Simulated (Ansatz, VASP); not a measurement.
## Two plane-wave programs on MnBr3

Contents of INCAR:

```
SYSTEM = MnBr3
ALGO = Normal
EDIFF = 1E-6
ENCUT = 520
GGA = PS
ISIF = 2
ISMEAR = 0
ISPIN = 2
LASPH = .TRUE.
LCHARG = .TRUE.
LELF = .TRUE.
LMAXMIX = 4
LORBIT = 11
LREAL = .FALSE.
LVHAR = .TRUE.
LWAVE = .FALSE.
MAGMOM = 4.03 0 0 0
NBANDS = 29
NELM = 150
PREC = Accurate
SIGMA = 0.05
```

Contents of KPOINTS:

```
k-points
0
G
  6 6 6
  0 0 0
```

POSCAR

```
MnBr3
1.0
    5.0253510115      0.0000000000      0.0000000000
    0.0000000000      5.0253510115      0.0000000000
    0.0000000000      0.0000000000      5.0253510115
Mn Br
1 3
Direct
    0.0000000000      0.0000000000      0.0000000000
    0.5000000000      0.0000000000      0.0000000000
    0.0000000000      0.0000000000      0.5000000000
    0.0000000000      0.5000000000      0.0000000000
```

Input for Ansatz:

```yaml
crystal:
  lattice:
    - [5.0253510115, 0.0, 0.0]
    - [0.0, 5.0253510115, 0.0]
    - [0.0, 0.0, 5.0253510115]
  atoms:
    - { symbol: Mn, position: [0.0, 0.0, 0.0], spin: 4.03 }
    - { symbol: Br, position: [0.5, 0.0, 0.0] }
    - { symbol: Br, position: [0.0, 0.0, 0.5] }
    - { symbol: Br, position: [0.0, 0.5, 0.0] }
basis:
  ecutwfc: 420
  ecutrho_ratio: 4
kpoints:
  mp_grid: { grid: [6, 6, 6] }
hamiltonian:
  xc: pbesol
scf:
  occupations: { method: gaussian, width: 0.05 }
output:
  forces: true
  stress: true
  eigenvalues: true
  populations: true
magnetization:
  spin_polarized: true
```

Alike in both runs: task single point; functional PBEsol; k mesh 6 × 6 × 6; occupations gaussian, width 0.05 eV; collinear spin.

|  | VASP | Ansatz |
| --- | --- | --- |
| version | VASP 6.6.1 | Ansatz 0.2.0 |
| potentials or method | VASP PAW PBE potentials, release 64 (Mn_pv, Br), cutoff 520 eV | scalar-relativistic, plane waves, PAW |
| valence electrons in the cell | 34 | 36 |

Ansatz gave:

```
gap on the k mesh at the Fermi level (eV)                     : none
pressure (GPa)                                                : -0.7
net moment per atom (μB)                                      : 1.04
size of the moment on the site where the two differ most (μB) : 3.70
```

Estimate VASP's values.

gap on the k mesh at the Fermi level (eV): none; pressure (GPa): -0.6; net moment per atom (μB): 1.04; size of the moment on the site where the two differ most (μB): 3.78.

VASP's potentials were made for PBE, not for PBEsol. Site moments also hang on the region over which each program counts them. A gap of «none» marks a metal or a gap that the smearing closes. The functional is the same, so the differences come from potentials, cutoffs and numerics. VASP's potentials hold 34 valence electrons a cell and Ansatz's 36, so a difference there can come from the potentials and not from the codes.
